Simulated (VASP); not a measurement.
GeB4P: single point with PBE

Crystal: GeB4P.

```
Ge B P
1.0
     0.00000    3.39941    3.39941
     3.39941    0.00000    3.39941
     3.39941    3.39941    0.00000
Ge B P
1 4 1
Direct
  0.00000 0.00000 0.00000
  0.66070 0.01790 0.66070
  0.66070 0.66070 0.66070
  0.01790 0.66070 0.66070
  0.66070 0.66070 0.01790
  0.50000 0.50000 0.50000
```

The cell was generated, and may not be a known phase.

| Item | Value |
| --- | --- |
| Program | VASP 6.6.1 |
| Task | single point |
| Functional | PBE |
| Potentials or basis | VASP PAW PBE potentials, release 64 (Ge_d, B, P) |
| Cutoff | 520 eV |
| k mesh | 10 × 10 × 10 |
| Occupations | gaussian, width 0.1 eV |
| Spin | no spin polarisation |

```json
{
 "Pressure": "0.0 GPa",
 "Largest force": "0.025 eV/Å",
 "Band gap on the k mesh": "zero (an odd number of electrons rules out a gap without spin polarisation)"
}
```

Forces in eV/Å, atoms in the order of the input:
```
Ge   0.000  0.000  0.000
B    0.015 -0.015  0.015
B   -0.015 -0.015 -0.015
B   -0.015  0.015  0.015
B    0.015  0.015 -0.015
P    0.000  0.000  0.000
```

Levels at points of the mesh, in eV from the Fermi level:
```tsv
k point	band 12	band 13	band 14	band 15	band 16	band 17	band 18	band 19	band 20	band 21
(0.00, 0.00, 0.00)	-4.90	-4.90	-4.90	-0.63	-0.63	1.54	1.54	1.54	5.46	7.15
(0.50, 0.00, 0.00)	-4.28	-4.28	-2.75	0.01	0.01	1.97	1.97	2.18	4.36	5.95
(0.50, 0.50, 0.00)	-2.26	-2.26	-1.61	-1.30	1.15	2.53	2.53	2.84	3.52	4.86
```

It took 2.7 min on 1 thread of Oxide Virtual Turin-like Processor, with other jobs on the host, peak memory 0.22 GiB.

Caveat: an odd number of electrons without spin polarisation forces a metal; a magnetic or distorted state may lie lower.
